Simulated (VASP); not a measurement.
# SnO2 (P-3m1) in VASP: a series of runs

SnO2 is run at these levels: PBE+D3(BJ); tasks: relaxation of cell and atoms, relaxation of shape and atoms at fixed volume.

Everything below comes from runs of VASP 6.6.1. Logs are shortened: lines on timing, memory, paths and dates and some standing lists are left out, and cuts for length are marked.

## (1) The cell of the first run

The structure is trigonal, space group P-3m1 (No. 164). Conventional cell: a = 3.215 Å, b = 3.215 Å, c = 4.599 Å, α = 90.00°, β = 90.00°, γ = 120.00°. Within 2.8 Å of Sn (site symmetry -3m) lie 6 O at 2.11 Å. O (site symmetry 3m) has 3 Sn at 2.11 Å and 3 O at 2.75 Å within 2.8 Å.

## (2) Relaxation of cell and atoms, PBE+D3(BJ)

INCAR reads:

```
PREC = Accurate
ENCUT = 600
EDIFF = 1E-6
ISMEAR = 0
SIGMA = 0.02
LREAL = F
LASPH = T
NELM = 80
ALGO = Normal
ISIF = 3
LWAVE = F
LCHARG = F
GGA = PE
IVDW = 12
IBRION = 2
NSW = 100
EDIFFG = -0.01
```

KPOINTS reads:

```
regular mesh
0
Gamma
  12 12 6
```

POSCAR reads:

```
SnO2
1.0
    3.2145732177      0.0000000000      0.0000000000
   -1.6072866089      2.7839020689      0.0000000000
    0.0000000000      0.0000000000      4.5988247932
Sn O
1 2
Direct
    0.0000000000      0.0000000000      0.5000000000
    0.3333333333      0.6666666667      0.7199820725
    0.6666666667      0.3333333333      0.2800179275
```

Potentials or basis: VASP PAW PBE potentials, release 64 (Sn_d, O).

Command:

```
cat potpaw_PBE.64/Sn_d/POTCAR potpaw_PBE.64/O/POTCAR > POTCAR
mpirun -np 1 vasp_std > vasp.out
```

OUTCAR:

```text
PREC = Accurate
   ENCUT = 600
   EDIFF = 1E-6
   ISMEAR = 0
   LREAL = F
   LASPH = T
   NELM = 80
   ISIF = 3
   GGA = PE
   IVDW = 12
   IBRION = 2
   NSW = 100
   EDIFFG = -0.01
 IVDW          = 12

 ion  position               nearest neighbor table
   1  0.000  0.000  0.500-   2 2.11   3 2.11   3 2.11   2 2.11   3 2.11   2 2.11
   2  0.333  0.667  0.720-   1 2.11   1 2.11   1 2.11
   3  0.667  0.333  0.280-   1 2.11   1 2.11   1 2.11

  LATTYP: Found a hexagonal cell.
 ALAT       =     3.2145732177
 C/A-ratio  =     1.4306175289

  Lattice vectors:

 A1 = (   3.2145732177,   0.0000000000,   0.0000000000)
 A2 = (  -1.6072866089,   2.7839020689,   0.0000000000)
 A3 = (   0.0000000000,   0.0000000000,   4.5988247932)

Analysis of symmetry for initial positions (statically):
=====================================================================
 Subroutine PRICEL returns:
 Original cell was already a primitive cell.

 Routine SETGRP: Setting up the symmetry group for a
 hexagonal supercell.

 Subroutine GETGRP returns: Found 12 space group operations
 (whereof 12 operations were pure point group operations)
 out of a pool of 24 trial point group operations.

The static configuration has the point symmetry D_3d.

Analysis of symmetry for dynamics (positions and initial velocities):
=====================================================================
 Subroutine PRICEL returns:
 Original cell was already a primitive cell.

 Routine SETGRP: Setting up the symmetry group for a
 hexagonal supercell.

 Subroutine GETGRP returns: Found 12 space group operations
 (whereof 12 operations were pure point group operations)
 out of a pool of 24 trial point group operations.

The dynamic configuration has the point symmetry D_3d.

 Subroutine INISYM returns: Found 12 space group operations
 (whereof 12 operations are pure point group operations),
 and found     1 'primitive' translations

----------------------------------------------------------------------------------------

                                     Primitive cell

  volume of cell :      41.1551

  direct lattice vectors                    reciprocal lattice vectors
     3.214573218  0.000000000  0.000000000     0.311083286  0.179604019  0.000000000
    -1.607286609  2.783902069  0.000000000     0.000000000  0.359208038  0.000000000
     0.000000000  0.000000000  4.598824793     0.000000000  0.000000000  0.217446858

  length of vectors
     3.214573218  3.214573218  4.598824793     0.359208038  0.359208038  0.217446858

  position of ions in fractional coordinates (direct lattice)
     0.000000000  0.000000000  0.500000000
     0.333333333  0.666666667  0.719982073
     0.666666667  0.333333333  0.280017927

  ion indices of the primitive-cell ions
   primitive index   ion index
                 1           1
                 2           2
                 3           3

----------------------------------------------------------------------------------------

 KPOINTS: regular mesh

Automatic generation of k-mesh.
 Grid dimensions read from file:
 generate k-points for:   12   12    6

 Generating k-lattice:

  Cartesian coordinates                     Fractional coordinates (reciprocal lattice)
     0.025923607  0.014967002  0.000000000     0.083333333  0.000000000  0.000000000
     0.000000000  0.029934003  0.000000000     0.000000000  0.083333333  0.000000000
     0.000000000  0.000000000  0.036241143     0.000000000  0.000000000  0.166666667

  Length of vectors
     0.029934003  0.029934003  0.036241143

  Shift w.r.t. Gamma in fractional coordinates (k-lattice)
     0.000000000  0.000000000  0.000000000

 Subroutine IBZKPT returns following result:
 ===========================================

 Found    100 irreducible k-points:

 Following reciprocal coordinates:
            Coordinates               Weight
  0.000000  0.000000  0.000000      1.000000
  0.083333  0.000000  0.000000      6.000000
  0.166667  0.000000  0.000000      6.000000
  0.250000  0.000000  0.000000      6.000000
  0.333333  0.000000  0.000000      6.000000
  0.416667  0.000000  0.000000      6.000000
[... 16 lines left out ...]
  0.166667  0.000000  0.166667      6.000000
  0.000000  0.166667  0.166667      6.000000
 [... further k-points ...]
   k-points           NKPTS =    100   k-points in BZ     NKDIM =    100   number of bands    NBANDS=     17
   number of dos      NEDOS =    301   number of ions     NIONS =      3
   total plane-waves  NPLWV =  31360
   dimension x,y,z NGX =    28 NGY =   28 NGZ =   40
   dimension x,y,z NGXF=    56 NGYF=   56 NGZF=   80
   ions per type =               1   2
   NGX,Y,Z   is equivalent  to a cutoff of  14.48, 14.48, 14.46 a.u.
   NGXF,Y,Z  is equivalent  to a cutoff of  28.96, 28.96, 28.92 a.u.
 SYSTEM =  unknown system
   PREC   = accura    normal or accurate (medium, high low for compatibility)
   ISTART =      0    job   : 0-new  1-cont  2-samecut
   ICHARG =      2    charge: 1-file 2-atom 10-const
   ISPIN  =      1    spin polarized calculation?
   LNONCOLLINEAR =      F non collinear calculations
   LSORBIT =      F    spin-orbit coupling
   LASPH  =      T    aspherical Exc in radial PAW
   ENCUT  =  600.0 eV  44.10 Ry    6.64 a.u.   6.42  6.42  9.18*2*pi/ulx,y,z
   NELM   =     80;   NELMIN=  2; NELMDL= -5     # of ELM steps
   EDIFF  = 0.1E-05   stopping-criterion for ELM
   LREAL  =      F    real-space projection
   EDIFFG = -.1E-01   stopping-criterion for IOM
   NSW    =    100    number of steps for IOM
   IBRION =      2    ionic relax: 0-MD 1-quasi-New 2-CG
   NFREE  =      1    steps in history (QN), initial steepest desc. (CG)
   ISIF   =      3    stress and relaxation
   ISYM   =      2    0-nonsym 1-usesym 2-fastsym
   POTIM  = 0.5000    time-step for ionic-motion
   TEBEG  =    0.0;   TEEND  =   0.0 temperature during run
   PSTRESS=    0.0 pullay stress
   NELECT =      26.0000    total number of electrons
   NUPDOWN=      -1.0000    fix difference up-down
   EMIN   =  10.00;   EMAX   =-10.00  energy-range for DOS
   EFERMI =   0.00;   METHOD = LEGACY
   ISMEAR =     0;   SIGMA  =   0.02  broadening in eV -4-tet -1-fermi 0-gaus
   EFERMI_NEDOS =   21; number of points for ismear=-14 and -15
   IALGO  =     38    algorithm
   IMIX   =      4    mixing-type and parameters
     AMIX     =   0.40;   BMIX     =  1.00
     AMIX_MAG =   1.60;   BMIX_MAG =  1.00
  volume/ion in A,a.u.               =      13.72        92.58
  Fermi-wavevector in a.u.,A,eV,Ry     =   1.404725  2.654545 26.847718  1.973252
  Thomas-Fermi vector in A             =   2.527258
   LORBIT       =      0    0 simple, 1 ext, 2 COOP (PROOUT), +10 PAW based schemes
   GGA     = PE    functional components
   LHFCALC =     F    Hartree Fock is set to
   AEXX    =    0.0000 exact exchange contribution
   IVDW    =    12    specifies the selected vdW correction
   LEPSILON=     F    determine dielectric tensor
   LRPA    =     F    only Hartree local field effects (RPA)
 conjugate gradient relaxation of ions
 non-spin polarized calculation
 Gauss-broadening in eV      SIGMA  =   0.02
  energy-cutoff  :      600.00
  volume of cell :       41.16
 maximum number of plane-waves:      1396
 NGX is ok and might be reduce to    28
   NGX = 13   NGY = 13   NGZ = 19

--------------------------------------- Ionic step        1  -------------------------------------------

 number of electron      25.9999999 magnetization

 Free energy of the ion-electron system (eV)
  ---------------------------------------------------
  ext. energy  EPLUGINS =         0.00000000
  ---------------------------------------------------
  free energy    TOTEN  =       -18.14770769 eV

  energy without entropy =      -18.14770769  energy(sigma->0) =      -18.14770769

------------------------ aborting loop because EDIFF is reached ----------------------------------------

 Edisp (eV)   -0.56535

 E8    (eV) :    -0.2237

  FORCE on cell =-STRESS in cart. coord.  units (eV):
  Direction    XX          YY          ZZ          XY          YZ          ZX
  --------------------------------------------------------------------------------------
  -------------------------------------------------------------------------------------
  Total       0.20738     0.20738     0.00890    -0.00000     0.00000     0.00000
  in kB       8.07335     8.07335     0.34651    -0.00000     0.00000     0.00000
  external pressure =        5.50 kB  Pullay stress =        0.00 kB
[... 227 lines left out ...]
  energy  without entropy=      -18.7137365331  energy(sigma->0) =      -18.71373653

--------------------------------------- Ionic step        7  -------------------------------------------

 number of electron      26.0000000 magnetization

 Free energy of the ion-electron system (eV)
  ---------------------------------------------------
  ext. energy  EPLUGINS =         0.00000000
  ---------------------------------------------------
  free energy    TOTEN  =       -18.14518891 eV

  energy without entropy =      -18.14518891  energy(sigma->0) =      -18.14518891

 E-fermi :   4.2484     XC(G=0): -10.3886

 val. band max:        4.0855045218   @ k =   0.0833   0.0833   0.0000
 cond. band min:       5.8725835998   @ k =   0.0000   0.0000   0.0000
 fundamental gap:      1.7870790779
 Fermi energy:         4.2483947028

 k-point     1 :       0.0000    0.0000    0.0000
  band No.  band energies     occupation
      1     -16.0331      2.00000
      2     -15.8003      2.00000
      3     -15.8003      2.00000
      4     -15.6154      2.00000
      5     -15.6154      2.00000
      6     -14.0378      2.00000
[... 9 lines left out ...]
     16      15.2358      0.00000
     17      15.2358      0.00000
[... 443 lines left out ...]
      1     -16.0498      2.00000
      2     -15.8956      2.00000
      3     -15.7496      2.00000
      4     -15.6556      2.00000
      5     -15.6115      2.00000
      6     -13.8003      2.00000
[... 9 lines left out ...]
     16      13.7671      0.00000
     17      15.8002      0.00000

 [... further k-points ...]

------------------------ aborting loop because EDIFF is reached ----------------------------------------

 Edisp (eV)   -0.56871

 E8    (eV) :    -0.2252

  FORCE on cell =-STRESS in cart. coord.  units (eV):
  Direction    XX          YY          ZZ          XY          YZ          ZX
  --------------------------------------------------------------------------------------
  -------------------------------------------------------------------------------------
  Total      -0.01052    -0.01052    -0.01161     0.00000    -0.00000    -0.00000
  in kB      -0.41134    -0.41134    -0.45387     0.00000    -0.00000    -0.00000
  external pressure =       -0.43 kB  Pullay stress =        0.00 kB
[... 18 lines left out ...]
  FREE ENERGIE OF THE ION-ELECTRON SYSTEM (eV)
  ---------------------------------------------------
  free  energy   TOTEN  =       -18.7138996369 eV

  energy  without entropy=      -18.7138996369  energy(sigma->0) =      -18.71389964

 reached required accuracy - stopping structural energy minimisation
```

Wall time 2.2 min (1 thread of Intel Xeon 6975P-C (Granite Rapids), shared host); peak memory 0.26 GiB.

Results:

| Item | Value |
| --- | --- |
| Free energy | -18.7139 eV |
| Relaxed volume | 13.66 Å³/atom |
| Relaxed cell | a = 3.221 Å, b = 3.221 Å, c = 4.560 Å, α = 90.00°, β = 90.00°, γ = 120.00° |
| Space group after relaxing (to 0.1 Å) | P-3m1 (No. 164) |
| Energy gained by relaxing | 0.3 meV/atom |
| Ionic steps | 7 |
| Pressure after relaxing | 0.0 GPa |
| Largest force after relaxing | 0.010 eV/Å |
| Band gap on the k mesh | 1.79 eV (least direct gap 1.84 eV) |
| Dispersion energy per atom | -0.190 eV |

Forces on the atoms (eV/Å):
```
Sn   0.000  0.000  0.000
O    0.000  0.000  0.010
O    0.000  0.000 -0.010
```

Step by step:
```
step  energy change (eV)  largest force (eV/Å)  pressure (GPa)  volume (Å³)
   1              0.0000                0.0497            0.55        41.16
   2              0.0001                0.0497           -0.86        41.44
   3             -0.0004                0.0027           -0.11        41.29
   4             -0.0005                0.0101           -0.10        41.25
   5             -0.0006                0.0323           -0.05        41.16
   6             -0.0007                0.0265           -0.05        41.11
   7             -0.0008                0.0095           -0.04        40.98
```

Final structure:
```
Sn O
1.0
     3.22109    0.00000    0.00000
    -1.61055    2.78955    0.00000
     0.00000    0.00000    4.56030
Sn O
1 2
Direct
  0.00000 0.00000 0.50000
  0.33333 0.66667 0.72166
  0.66667 0.33333 0.27834
```

Caveat: spin-orbit coupling is left out, which moves the levels of the heavy elements. A k mesh can miss the band edges.

## (3) Relaxation of shape and atoms at fixed volume, PBE+D3(BJ) (14.13 Å³/atom)

This run uses another cell than the first one, of 14.13 Å³/atom.

INCAR reads:

```
PREC     = Accurate       # precision mode
ENCUT    = 600            # plane-wave cutoff, eV
EDIFF    = 1E-6           # SCF threshold, eV
ISMEAR   = 0              # smearing method
SIGMA    = 0.02           # smearing width, eV
LREAL    = False          # projectors in reciprocal space
LASPH    = True           # aspherical terms in the spheres
NELM     = 100            # most SCF steps
ALGO     = Normal         # electronic algorithm
ISIF     = 4              # what is computed and relaxed
LWAVE    = False          # write WAVECAR
LCHARG   = False          # write CHGCAR
GGA      = PE             # functional
IVDW     = 12             # dispersion correction
IBRION   = 2              # ionic algorithm
NSW      = 50             # ionic steps
EDIFFG   = -0.01          # ionic threshold
```

KPOINTS reads:

```
Automatic mesh
0
Gamma
  12 12 6
```

POSCAR reads:

```
SnO2
1.0
    3.2482361075      0.0000000000      0.0000000000
   -1.6241180538      2.8130549866      0.0000000000
    0.0000000000      0.0000000000      4.6397618074
Sn O
1 2
Direct
    0.0000000000      0.0000000000      0.5000000000
    0.3333333333      0.6666666667      0.7199800773
    0.6666666667      0.3333333333      0.2800199227
```

Potentials or basis: VASP PAW PBE potentials, release 64 (Sn_d, O).

Command:

```
cat potpaw_PBE.64/Sn_d/POTCAR potpaw_PBE.64/O/POTCAR > POTCAR
mpirun -np 1 vasp_std > vasp.out
```

Wall time 99 s (1 thread of Intel Xeon 6975P-C (Granite Rapids), shared host); peak memory 0.24 GiB.

It converged, with:

```yaml
Free_energy: -18.7115 eV
Energy_gained_by_relaxing: 3.1 meV/atom
Ionic_steps: 5
Pressure_after_relaxing: -1.0 GPa
Largest_force_after_relaxing: 0.008 eV/Å
Band_gap_on_the_k_mesh: 1.88 eV (least direct gap 1.97 eV)
Dispersion_energy_per_atom: -0.182 eV
```

Forces in eV/Å, atoms in the order of the input:
```
Sn   0.000  0.000  0.000
O    0.000  0.000  0.008
O    0.000  0.000 -0.008
```

Stress tensor (GPa, compression positive):
```
-1.01  0.00  0.00
 0.00 -1.01  0.00
 0.00  0.00 -0.86
```

The path:
| step | energy change (eV) | largest force (eV/Å) | pressure (GPa) | volume (Å³) |
| --- | --- | --- | --- | --- |
| 1 | 0.0000 | 0.2514 | -3.85 | 42.40 |
| 2 | -0.0068 | 0.1126 | -2.46 | 42.40 |
| 3 | -0.0091 | 0.0379 | -0.97 | 42.40 |
| 4 | -0.0091 | 0.0329 | -1.02 | 42.40 |
| 5 | -0.0093 | 0.0081 | -0.96 | 42.40 |

Final structure:
```xyz
3
Lattice="3.2269 0.0000 0.0000 -1.6135 2.7946 0.0000 0.0000 0.0000 4.7012" Properties=species:S:1:pos:R:3 pbc="T T T"
Sn    0.0000    0.0000    2.3506
O     0.0000    1.8631    3.3617
O     1.6135    0.9315    1.3395
```

Levels at points of the mesh, in eV from the valence-band top:
```csv
k point,band 9,band 10,band 11,band 12,band 13,band 14,band 15,band 16,band 17
"(0.00, 0.00, 0.00)",-1.32,-1.32,-0.93,-0.93,-0.09,1.88,5.81,11.16,11.16
"(0.50, 0.00, 0.00)",-4.09,-3.09,-1.60,-0.47,-0.30,5.29,7.40,10.64,11.58
"(0.00, 0.00, 0.50)",-1.36,-1.36,-1.33,-0.87,-0.87,3.23,5.51,11.11,11.11
"(0.50, 0.00, 0.50)",-4.48,-2.98,-1.06,-0.63,-0.34,5.18,7.01,10.32,12.13
```

Caveat: spin-orbit coupling is left out, which moves the levels of the heavy elements. A k mesh can miss the band edges.

[end of part 1 of 2]
